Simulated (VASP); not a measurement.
Write the native input for VASP 6.6.1 that does the following.

| Property | Result |
| --- | --- |
| Task | single point |
| Functional | PBE |
| Potentials or basis | VASP PAW PBE potentials, release 64 (Zr_sv, B) |
| Cutoff | 520 eV |
| k mesh | 12 × 12 × 2 |
| Occupations | gaussian, width 0.1 eV |
| Spin | no spin polarisation |
| Dipole correction | no |
| Further INCAR settings | ALGO = Fast; EDIFF = 1e-06; NBANDS = 54 |

The structure of Zr7B lies in POSCAR:

```
Zr7B
1.0
    3.3305112201      0.0000000000      0.0000000000
   -1.6652556100      2.8843073242      0.0000000000
    0.0000000000      0.0000000000     18.0827999516
Zr B
7 1
Direct
    0.3333333333      0.6666666667      0.9224171616
    0.3333333333      0.6666666667      0.0775828384
    0.0000000000      0.0000000000      0.2223972666
    0.3333333333      0.6666666667      0.3592798579
    0.3333333333      0.6666666667      0.6407201421
    0.0000000000      0.0000000000      0.5000000000
    0.0000000000      0.0000000000      0.7776027334
    0.0000000000      0.0000000000      0.0000000000
```

These files were run (other wordings do the same):

INCAR

```
SYSTEM = Zr7B
PREC = Accurate
ENCUT = 520
EDIFF = 1E-6
ISMEAR = 0
SIGMA = 0.1
LREAL = .FALSE.
LASPH = .TRUE.
NELM = 100
ALGO = Fast
ISIF = 2
LWAVE = .FALSE.
LCHARG = .FALSE.
GGA = PE
NBANDS = 54
```

KPOINTS

```
Automatic mesh
0
G
  12 12 2
  0 0 0
```

Potentials or basis: VASP PAW PBE potentials, release 64 (Zr_sv, B).

Run with:

```sh
$ cat potpaw_PBE.64/Zr_sv/POTCAR potpaw_PBE.64/B/POTCAR > POTCAR
$ mpirun -np 1 vasp_std > vasp.out
```

It gave:

| Property | Result |
| --- | --- |
| Pressure | 0.0 GPa |
| Largest force | 0.008 eV/Å |
| Band gap on the k mesh | zero (an odd number of electrons rules out a gap without spin polarisation) |

Wall time 31 min on 1 thread of Intel Xeon 8259CL, on a shared host, peak memory 0.48 GiB.
